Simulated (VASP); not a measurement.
Set up this calculation in VASP 6.6.1, as the native input.

```
Task                               : single point
Functional                         : HSE06
Potentials or basis                : VASP PAW PBE potentials, release 64 (Li_sv, H)
Cutoff                             : 520 eV
k mesh                             : 4 × 4 × 4
Occupations                        : fermi-dirac, width 0.05 eV
Spin                               : no spin polarisation
Dipole correction                  : no
Grid for exact exchange (PRECFOCK) : Normal
Further INCAR settings             : ALGO = Normal; EDIFF = 1e-06; NBANDS = 9
Share of exact exchange            : 0.25
Screening parameter                : 0.2079 1/Å
```

Crystal: LiH (rock salt type).

```
Li H
1.0
     0.00000    1.99651    1.99651
     1.99651    0.00000    1.99651
     1.99651    1.99651    0.00000
Li H
1 1
Cartesian
  0.0000 0.0000 0.0000
  1.9965 1.9965 1.9965
```

One way to write it, as run:

POSCAR

```
LiH
1.0
    0.0000000000      1.9965096606      1.9965096606
    1.9965096606      0.0000000000      1.9965096606
    1.9965096606      1.9965096606      0.0000000000
Li H
1 1
Direct
    0.0000000000      0.0000000000      0.0000000000
    0.5000000000      0.5000000000      0.5000000000
```

INCAR.step1

```
SYSTEM = LiH
ALGO = Normal ; EDIFF = 1E-5
ENCUT = 520 ; GGA = PE
ISIF = 2 ; ISMEAR = -1
LASPH = .True. ; LCHARG = .False.
LREAL = .False. ; LWAVE = .True.
NBANDS = 9 ; NELM = 100
PREC = Accurate ; SIGMA = 0.05
```

INCAR.step2

```
SYSTEM = LiH
ALGO = Normal ; EDIFF = 1E-6
ENCUT = 520 ; GGA = PE
HFSCREEN = 0.2079 ; ISIF = 2
ISMEAR = -1 ; ISTART = 1
LASPH = .True. ; LCHARG = .False.
LHFCALC = .True. ; LREAL = .False.
LWAVE = .False. ; NBANDS = 9
NELM = 100 ; PREC = Accurate
PRECFOCK = Normal ; SIGMA = 0.05
```

KPOINTS

```
k-points
0
Gamma
  4 4 4
  0 0 0
```

Potentials or basis: VASP PAW PBE potentials, release 64 (Li_sv, H).

Launch:

```sh
$ cat potpaw_PBE.64/Li_sv/POTCAR potpaw_PBE.64/H/POTCAR > POTCAR
$ cp INCAR.step1 INCAR
$ mpirun -np 1 vasp_std > vasp.out
$ cp INCAR.step2 INCAR
$ mpirun -np 1 vasp_std > vasp.out
```

Results of the run:

* Band gap on the k mesh: 4.00 eV

Caveat: the k points lie up to 0.68 Å⁻¹ apart.

It took 13 s on 1 thread of Intel(R) Xeon(R) Platinum 8375C CPU @ 2.90GHz (Ice Lake), with other jobs on the host, peak memory 0.22 GiB.
